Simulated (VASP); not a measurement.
Input of a VASP 6.6.1 run:

The input INCAR:

```
SYSTEM = NaH
PREC = Accurate ; ENCUT = 600
EDIFF = 1E-7 ; ISMEAR = -1
SIGMA = 0.02 ; LREAL = .False.
LASPH = .True. ; NELM = 100
ALGO = Normal ; ISIF = 3
LWAVE = .False. ; LCHARG = .False.
GGA = PE ; IBRION = 2
NSW = 80 ; EDIFFG = -0.005
```

KPOINTS

```
regular mesh
0
Gamma
  12 12 6
  0 0 0
```

POSCAR

```
NaH
1.0
    3.0303454105      0.0000000000      0.0000000000
   -1.5151727052      2.6243561077      0.0000000000
    0.0000000000      0.0000000000      4.9485540553
Na H
2 2
Direct
    0.3333333333      0.6666666667      0.0000000000
    0.6666666667      0.3333333333      0.5000000000
    0.3333333333      0.6666666667      0.3750000000
    0.6666666667      0.3333333333      0.8750000000
```

Potentials or basis: VASP PAW PBE potentials, release 64 (Na_pv, H).

The run is started by

```console
$ cat potpaw_PBE.64/Na_pv/POTCAR potpaw_PBE.64/H/POTCAR > POTCAR
$ mpirun -np 1 vasp_std > vasp.out
```

Problem. Estimate the band gap on the k mesh.

Solution. 3.99 eV, indirect (least direct gap 4.27 eV).

Problem. What does it give for the relaxed volume?

Solution. 17.18 Å³/atom.

Problem. Estimate the space group after relaxing (to 0.05 Å).

Solution. P6_3mc (No. 186).

Problem. Estimate the relaxed cell.

Solution. a = 3.764 Å, b = 3.764 Å, c = 5.600 Å, α = 90.00°, β = 90.00°, γ = 120.00°.

Final structure:
```
CELL_PARAMETERS angstrom
3.76402 0.00000 0.00000
-1.88201 3.25974 0.00000
0.00000 0.00000 5.59980
ATOMIC_POSITIONS crystal
Na 0.33333 0.66667 0.98366
Na 0.66667 0.33333 0.48366
H 0.33333 0.66667 0.39134
H 0.66667 0.33333 0.89134
```

Caveat: the volume moved by over 15 % at a fixed basis, so the end points are rough. A k mesh can miss the band edges.
